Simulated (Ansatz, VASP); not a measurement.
One calculation of TiSi2, two programs

Contents of INCAR:

```
SYSTEM = TiSi2
PREC = Accurate ; ENCUT = 520
EDIFF = 1E-7 ; ISMEAR = 0
SIGMA = 0.15 ; LREAL = .FALSE.
LASPH = .TRUE. ; NELM = 60
ALGO = Normal ; ISIF = 2
LWAVE = .FALSE. ; LCHARG = .FALSE.
GGA = PS ; NBANDS = 29
```

Contents of KPOINTS:

```
regular mesh
0
G
  14 14 14
  0 0 0
```

POSCAR

```
TiSi2
1.0
    1.8992067830     -7.2080538595      0.0000000000
    1.8992067830      7.2080538595      0.0000000000
    0.0000000000      0.0000000000      3.2711659675
Ti Si
2 4
Direct
    0.8975172580      0.1024827420      0.7500000000
    0.1024827420      0.8975172580      0.2500000000
    0.5599863191      0.4400136809      0.7500000000
    0.4400136809      0.5599863191      0.2500000000
    0.2497198029      0.7502801971      0.7500000000
    0.7502801971      0.2497198029      0.2500000000
```

Input for Ansatz:

```yaml
crystal:
  lattice:
    - [1.899206783, -7.2080538595, 0.0]
    - [1.899206783, 7.2080538595, 0.0]
    - [0.0, 0.0, 3.2711659675]
  atoms:
    - { symbol: Ti, position: [0.897517258, 0.102482742, 0.75] }
    - { symbol: Ti, position: [0.102482742, 0.897517258, 0.25] }
    - { symbol: Si, position: [0.5599863191, 0.4400136809, 0.75] }
    - { symbol: Si, position: [0.4400136809, 0.5599863191, 0.25] }
    - { symbol: Si, position: [0.2497198029, 0.7502801971, 0.75] }
    - { symbol: Si, position: [0.7502801971, 0.2497198029, 0.25] }
basis:
  ecutwfc: 420
kpoints:
  mp_grid: { grid: [14, 14, 14] }
hamiltonian:
  xc: pbesol
scf:
  occupations: { method: gaussian, width: 0.15 }
output:
  forces: true
  stress: true
  eigenvalues: true
  write_density: true
  write_potential: true
  elf: true
  volumetric_format: npy
```

Change from the starting cell: strain +0.080 along x and y, -0.080 along z, atoms carried along.

Alike in both runs: task single point; functional PBEsol; k mesh 14 × 14 × 14; occupations gaussian, width 0.15 eV; no spin polarisation.

|  | VASP | Ansatz |
| --- | --- | --- |
| version | VASP 6.6.1 | Ansatz 0.2.0 |
| potentials or method | VASP PAW PBE potentials, release 64 (Ti_sv, Si), cutoff 520 eV | scalar-relativistic, plane waves, PAW |
| valence electrons in the cell | 40 | 40 |

VASP gave:

```
gap on the k mesh at the Fermi level (eV)                     : none
pressure (GPa)                                                : -4.8
traceless stress, the component that is largest in VASP (GPa) : 15.89
rms of the force components (eV/Å)                            : 0.174
```

**Question.** What did Ansatz give for the same quantities?

**Answer.** gap on the k mesh at the Fermi level (eV): none; pressure (GPa): -4.9; traceless stress, the component that is largest in VASP (GPa): 15.85; rms of the force components (eV/Å): 0.175.

VASP's potentials were made for PBE, not for PBEsol. Atom by atom the forces differ by 0.001 eV/Å (rms over components). A gap of «none» marks a metal or a gap that the smearing closes. With one functional, cell and mesh, what is left measures potentials, basis and numerics.
